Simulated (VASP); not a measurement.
# TiC (Cmcm) in VASP: a series of runs

Runs on TiC. Level: PBE. Tasks: single point.

All numbers are computed with VASP 6.6.1; they aren't measurements. Logs are shortened: lines on timing, memory, paths and dates and some standing lists are left out, and cuts for length are marked.

**1. The cell of the first run**

It takes space group Cmcm (No. 63, orthorhombic). Conventional cell: a = 4.333 Å, b = 4.333 Å, c = 4.333 Å, α = 90.00°, β = 90.00°, γ = 90.00°. Within 2.7 Å of Ti (site symmetry m2m) lie 6 C at 2.04 to 2.29 Å. Within 2.7 Å of C (site symmetry m2m) lie 6 Ti at 2.04 to 2.29 Å.

**2. Single point, PBE (mode 4 (285.4 1/cm) frozen in, largest displacement -0.150 Å)**

Contents of INCAR:

```
SYSTEM = TiC
ALGO = Normal ; EDIFF = 1E-6
ENCUT = 520 ; GGA = PE
ISIF = 2 ; ISMEAR = 0
LASPH = .True. ; LCHARG = .False.
LREAL = .False. ; LWAVE = .False.
NBANDS = 24 ; NELM = 100
PREC = Accurate ; SIGMA = 0.15
```

Contents of KPOINTS:

```
k-points
0
Gamma
  20 20 14
  0 0 0
```

Contents of POSCAR:

```
TiC
1.0
    0.0000000000     -2.1664615256     -2.1664615256
    0.0000000000      2.1664615256     -2.1664615256
    4.3329230512      0.0000000000      0.0000000000
Ti C
2 2
Direct
    0.4653813377      0.5346186623      0.5000000000
    1.0346186623      0.9653813377      0.0000000000
    0.5057507902      0.4942492098      0.0000000000
   -0.0057507902      0.0057507902      0.5000000000
```

Potentials or basis: VASP PAW PBE potentials, release 64 (Ti_sv, C).

Command:

```
cat potpaw_PBE.64/Ti_sv/POTCAR potpaw_PBE.64/C/POTCAR > POTCAR
mpirun -np 1 vasp_std > vasp.out
```

OUTCAR:

```text
SYSTEM = TiC
   EDIFF = 1E-6
   ENCUT = 520
   GGA = PE
   ISIF = 2
   ISMEAR = 0
   LASPH = .True.
   LREAL = .False.
   NELM = 100
   PREC = Accurate

 ion  position               nearest neighbor table
   1  0.465  0.535  0.500-   4 2.04   4 2.17   4 2.17   3 2.17   3 2.17   4 2.29   2 2.86   2 2.86

   2  0.035  0.965  0.000-   3 2.04   3 2.17   3 2.17   4 2.17   4 2.17   3 2.29   1 2.86   1 2.86

   3  0.506  0.494  0.000-   2 2.04   2 2.17   2 2.17   1 2.17   1 2.17   2 2.29
   4  0.994  0.006  0.500-   1 2.04   1 2.17   1 2.17   2 2.17   2 2.17   1 2.29

  LATTYP: Found a simple tetragonal cell.
 ALAT       =     3.0638392719
 C/A-ratio  =     1.4142135624

  Lattice vectors:

 A1 = (   0.0000000000,  -2.1664615256,  -2.1664615256)
 A2 = (   0.0000000000,   2.1664615256,  -2.1664615256)
 A3 = (   4.3329230512,   0.0000000000,   0.0000000000)

Analysis of symmetry for initial positions (statically):
=====================================================================
 Subroutine PRICEL returns:
 Original cell was already a primitive cell.

 Routine SETGRP: Setting up the symmetry group for a
 simple tetragonal supercell.

 Subroutine GETGRP returns: Found  8 space group operations
 (whereof  4 operations were pure point group operations)
 out of a pool of 16 trial point group operations.

The static configuration has the point symmetry C_2v.
 The point group associated with its full space group is D_2h.

Analysis of symmetry for dynamics (positions and initial velocities):
=====================================================================
 Subroutine PRICEL returns:
 Original cell was already a primitive cell.

 Routine SETGRP: Setting up the symmetry group for a
 simple tetragonal supercell.

 Subroutine GETGRP returns: Found  8 space group operations
 (whereof  4 operations were pure point group operations)
 out of a pool of 16 trial point group operations.

The dynamic configuration has the point symmetry C_2v.
 The point group associated with its full space group is D_2h.

 Subroutine INISYM returns: Found  8 space group operations
 (whereof  4 operations are pure point group operations),
 and found     1 'primitive' translations

----------------------------------------------------------------------------------------

                                     Primitive cell

[... 91 lines left out ...]
   LASPH  =      T    aspherical Exc in radial PAW
   ENCUT  =  520.0 eV  38.22 Ry    6.18 a.u.   5.70  5.70  8.06*2*pi/ulx,y,z
   NELM   =    100;   NELMIN=  2; NELMDL= -5     # of ELM steps
   EDIFF  = 0.1E-05   stopping-criterion for ELM
   LREAL  =      F    real-space projection
   EDIFFG = 0.1E-04   stopping-criterion for IOM
   NSW    =      0    number of steps for IOM
   IBRION =     -1    ionic relax: 0-MD 1-quasi-New 2-CG
   NFREE  =      0    steps in history (QN), initial steepest desc. (CG)
   ISIF   =      2    stress and relaxation
   ISYM   =      2    0-nonsym 1-usesym 2-fastsym
   POTIM  = 0.5000    time-step for ionic-motion
   TEBEG  =    0.0;   TEEND  =   0.0 temperature during run
   PSTRESS=    0.0 pullay stress
   NELECT =      32.0000    total number of electrons
   NUPDOWN=      -1.0000    fix difference up-down
   EMIN   =  10.00;   EMAX   =-10.00  energy-range for DOS
   EFERMI =   0.00;   METHOD = LEGACY
   ISMEAR =     0;   SIGMA  =   0.15  broadening in eV -4-tet -1-fermi 0-gaus
   EFERMI_NEDOS =   21; number of points for ismear=-14 and -15
   IALGO  =     38    algorithm
   IMIX   =      4    mixing-type and parameters
     AMIX     =   0.40;   BMIX     =  1.00
     AMIX_MAG =   1.60;   BMIX_MAG =  1.00
  volume/ion in A,a.u.               =      10.17        68.62
  Fermi-wavevector in a.u.,A,eV,Ry     =   1.511311  2.855964 31.076536  2.284061
  Thomas-Fermi vector in A             =   2.621385
   LORBIT       =      0    0 simple, 1 ext, 2 COOP (PROOUT), +10 PAW based schemes
   GGA     = PE    functional components
   LHFCALC =     F    Hartree Fock is set to
   AEXX    =    0.0000 exact exchange contribution
   IVDW    =     0    specifies the selected vdW correction
   LEPSILON=     F    determine dielectric tensor
   LRPA    =     F    only Hartree local field effects (RPA)
 non-spin polarized calculation
 Gauss-broadening in eV      SIGMA  =   0.15
  energy-cutoff  :      520.00
  volume of cell :       40.67
 maximum number of plane-waves:      1136
   NGX = 11   NGY = 11   NGZ = 17

 number of electron      32.0000001 magnetization

 Free energy of the ion-electron system (eV)
  ---------------------------------------------------
  ext. energy  EPLUGINS =         0.00000000
  ---------------------------------------------------
  free energy    TOTEN  =       -37.08854436 eV

  energy without entropy =      -37.08256485  energy(sigma->0) =      -37.08555461

 E-fermi :   9.3804     XC(G=0): -12.6815

 val. band max:        9.3757152402   @ k =   0.0000   0.0000   0.2143
 cond. band min:       9.3851944770   @ k =   0.1000   0.0000   0.1429
 fundamental gap:      0.0094792367
 Fermi energy:         9.3803743386

 k-point     1 :       0.0000    0.0000    0.0000
  band No.  band energies     occupation
      1     -47.1900      2.00000
      2     -47.0802      2.00000
      3     -23.6791      2.00000
      4     -23.3833      2.00000
      5     -23.3685      2.00000
      6     -23.2240      2.00000
[... 637 lines left out ...]
     23      13.9630      0.00000
     24      14.8389      0.00000

 [... further k-points ...]

------------------------ aborting loop because EDIFF is reached ----------------------------------------

  FORCE on cell =-STRESS in cart. coord.  units (eV):
  Direction    XX          YY          ZZ          XY          YZ          ZX
  --------------------------------------------------------------------------------------
  -------------------------------------------------------------------------------------
  Total        1.4489608      1.4562763     -0.2881842      0.0000000      0.0000000      0.0000000
  in kB       57.0760995     57.3642635    -11.3518823      0.0000000      0.0000000      0.0000000
  external PRESSURE =      34.3628269 kB  Pullay stress =       0.0000000 kB

 VOLUME and BASIS-vectors are now :
 -----------------------------------------------------------------------------
  energy-cutoff  :      520.00
  volume of cell :       40.67
      direct lattice vectors                 reciprocal lattice vectors
     0.000000000 -2.166461526 -2.166461526     0.000000000 -0.230791082 -0.230791082
     0.000000000  2.166461526 -2.166461526     0.000000000  0.230791082 -0.230791082
     4.332923051  0.000000000  0.000000000     0.230791082  0.000000000  0.000000000

 POSITION                                       TOTAL-FORCE (eV/Angst)
 -----------------------------------------------------------------------------------
      2.16646      0.15000     -2.16646         0.000000     -2.296774      0.000000
      0.00000      2.01646     -2.16646         0.000000      2.296774      0.000000
      0.00000     -0.02492     -2.16646         0.000000     -0.113244      0.000000
      2.16646     -2.14154     -2.16646         0.000000      0.113244      0.000000
 -----------------------------------------------------------------------------------
    total drift:                                0.000000      0.000000     -0.000000

  FREE ENERGIE OF THE ION-ELECTRON SYSTEM (eV)
  ---------------------------------------------------
  free  energy   TOTEN  =       -37.0885443570 eV

  energy  without entropy=      -37.0825648532  energy(sigma->0) =      -37.08555461
```

Wall time 22 min (1 thread of AMD EPYC 7R13, shared host); peak memory 0.73 GiB.

What came out:

| Property | Result |
| --- | --- |
| Free energy | -37.0885 eV |
| Pressure | 3.4 GPa |
| Largest force | 2.297 eV/Å |
| Band gap on the k mesh | zero (band 16 reaches 10.21 eV, above the bottom of band 17 at 8.98 eV) |

Forces on the atoms (eV/Å):
```
Ti   0.000 -2.297  0.000
Ti   0.000  2.297  0.000
C    0.000 -0.113  0.000
C    0.000  0.113  0.000
```

Stress tensor (GPa, compression positive):
```
 5.71  0.00  0.00
 0.00  5.74  0.00
 0.00  0.00 -1.14
```

Caveat: the cell differs from its parent crystal (mode 4 (285.4 1/cm) frozen in, largest displacement -0.150 Å); forces of over 1 eV/Å act on the atoms, so gaps and moduli don't describe the material at rest.

[end of part 1 of 2]
